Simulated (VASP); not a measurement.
Ge: relaxation of cell and atoms with PBEsol+D4

The system is Ge.

```
Ge
1.0
     5.93000    0.00000    0.00000
     0.00000    5.93000    0.00000
     0.00000    0.00000    6.98000
Ge
12
Cartesian
  2.2237 0.9885 5.2350
  1.9765 5.1887 3.4900
  3.7062 4.9415 1.7450
  3.9535 0.7412 0.0000
  5.1887 1.9765 3.4900
  4.9415 3.7062 5.2350
  0.7412 3.9535 0.0000
  0.9885 2.2237 1.7450
  3.4097 2.5202 1.7450
  5.4852 5.4852 3.4900
  2.5202 3.4097 5.2350
  0.4447 0.4447 0.0000
```

- Program: VASP 6.6.1
- Task: relaxation of cell and atoms
- Functional: PBEsol
- Dispersion: D4
- Potentials or basis: VASP PAW PBE potentials, release 64 (Ge_d)
- Cutoff: 500 eV
- k mesh: 5 × 5 × 4
- Occupations: fermi-dirac, width 0.05 eV
- Spin: no spin polarisation
- Dipole correction: no
- Further INCAR settings: ALGO = Normal; EDIFF = 1e-07; IBRION = 2; EDIFFG = -0.01; NSW = 60; ISIF = 3

- Relaxed volume: 19.84 Å³/atom
- Relaxed cell: a = 5.889 Å, b = 5.889 Å, c = 6.864 Å, α = 90.00°, β = 90.00°, γ = 90.00°
- Space group after relaxing (to 0.1 Å): P4_32_12 (No. 96)
- Energy gained by relaxing: 19.0 meV/atom
- Ionic steps: 16
- Pressure after relaxing: 0.0 GPa
- Largest force after relaxing: 0.006 eV/Å
- Band gap on the k mesh: 0.57 eV (least direct gap 0.75 eV)
- Dispersion energy per atom: -0.211 eV

Forces on the atoms (eV/Å):
```
Ge   0.006  0.001  0.002
Ge  -0.001  0.006  0.002
Ge  -0.006 -0.001  0.002
Ge   0.001 -0.006  0.002
Ge   0.006 -0.001 -0.002
Ge  -0.001 -0.006 -0.002
Ge  -0.006  0.001 -0.002
Ge   0.001  0.006 -0.002
Ge   0.004 -0.004  0.000
Ge  -0.004 -0.004  0.000
Ge  -0.004  0.004  0.000
Ge   0.004  0.004  0.000
```

Step by step:
| step | energy change (eV) | largest force (eV/Å) | pressure (GPa) | volume (Å³) |
| --- | --- | --- | --- | --- |
| 1 | 0.0000 | 0.8461 | -1.09 | 245.45 |
| 2 | -0.1295 | 0.2342 | 0.39 | 240.54 |
| 3 | -0.1301 | 0.2490 | 0.50 | 240.19 |
| 4 | -0.1655 | 0.1686 | 0.07 | 241.41 |
| 5 | -0.1774 | 0.1351 | -0.33 | 242.66 |
| 6 | -0.1867 | 0.1033 | 0.02 | 241.13 |
| 7 | -0.1890 | 0.1087 | 0.34 | 239.96 |
| 8 | -0.1950 | 0.1034 | 0.33 | 239.81 |
| 9 | -0.2099 | 0.0874 | 0.20 | 239.35 |
| 10 | -0.2256 | 0.0526 | 0.07 | 238.41 |
| 11 | -0.2266 | 0.0415 | -0.01 | 238.10 |
| 12 | -0.2274 | 0.0214 | 0.00 | 238.03 |
| 13 | -0.2277 | 0.0129 | 0.03 | 237.92 |
| 14 | -0.2277 | 0.0116 | 0.03 | 237.93 |
| 15 | -0.2278 | 0.0100 | -0.03 | 238.11 |
| 16 | -0.2278 | 0.0063 | -0.01 | 238.04 |

Final structure:
```
Ge
1.0
     5.88896    0.00000    0.00000
     0.00000    5.88896    0.00000
     0.00000    0.00000    6.86406
Ge
12
Direct
  0.36835 0.17325 0.73803
  0.32675 0.86835 0.48803
  0.63165 0.82675 0.23803
  0.67325 0.13165 0.98803
  0.86835 0.32675 0.51197
  0.82675 0.63165 0.76197
  0.13165 0.67325 0.01197
  0.17325 0.36835 0.26197
  0.59001 0.40999 0.25000
  0.90999 0.90999 0.50000
  0.40999 0.59001 0.75000
  0.09001 0.09001 0.00000
```

Levels at points of the mesh, in eV from the valence-band top:
| k point | band 81 | band 82 | band 83 | band 84 | band 85 | band 86 | band 87 | band 88 |
| --- | --- | --- | --- | --- | --- | --- | --- | --- |
| (0.00, 0.00, 0.00) | -1.12 | -1.07 | -1.07 | -0.20 | 1.40 | 1.65 | 1.65 | 2.43 |
| (0.00, 0.00, 0.50) | -1.24 | -1.24 | -0.77 | -0.77 | 0.80 | 0.80 | 1.36 | 1.36 |

Wall time 40 min on 4 MPI ranks on Oxide Virtual Turin-like Processor (shared host), peak memory 0.52 GiB a rank.

Caveat: the PAW data sets were made with another functional, which shifts forces and pressure a little. As with any semilocal functional, this PBEsol gap is likely too small.
